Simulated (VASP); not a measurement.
Runs of VASP 6.6.1 on Ge2TeS. The structure is that of space group R-3m (No. 166), or close to it. The cells are those of the table. 

```csv
level,cell,k mesh,gap on the mesh (eV),pressure (GPa),largest force (eV/Å)
r2SCAN,"a = 6.866 Å, angles 33.8°, 4 atoms",6 × 6 × 6,0.14,1.9,0.03
r2SCAN,"a = 6.936 Å, angles 33.8°, 4 atoms",6 × 6 × 6,0.28,-0.1,0.01
r2SCAN,"a = 6.936 Å, angles 33.8°, 4 atoms",8 × 8 × 8,0.28,-0.2,-
PBE,"a = 6.921 Å, angles 33.7°, 4 atoms",6 × 6 × 6,0.17,1.9,0.03
r2SCAN,"a = 7.072 Å, angles 33.8°, 4 atoms",6 × 6 × 6,(a),-3.2,0.04
PBE,"a = 6.936 Å, angles 33.8°, 4 atoms",8 × 8 × 8,0.22,1.0,0.06
r2SCAN,"a = 7.005 Å, angles 33.8°, 4 atoms",6 × 6 × 6,(b),-1.8,0.02
PBE,"a = 6.991 Å, angles 33.7°, 4 atoms",6 × 6 × 6,0.26,0.0,0.01
```

Alike in all rows: task single point; potentials or basis VASP PAW PBE potentials, release 64 (S, Te, Ge_d); no spin polarisation; cutoff (eV) 520; smearing gaussian 0.01 eV.

Question: Fill in the values left out.

Answer: (a) 0.47; (b) 0.38.

Caveats: spin-orbit coupling is left out, which moves the levels of the heavy elements; the PAW data sets were made with another functional, which shifts forces and pressure a little (at least some runs); the cell stands under tension (at least some runs).

A k mesh can miss the band edges, and the runs leave out spin-orbit coupling on Ge, Te.
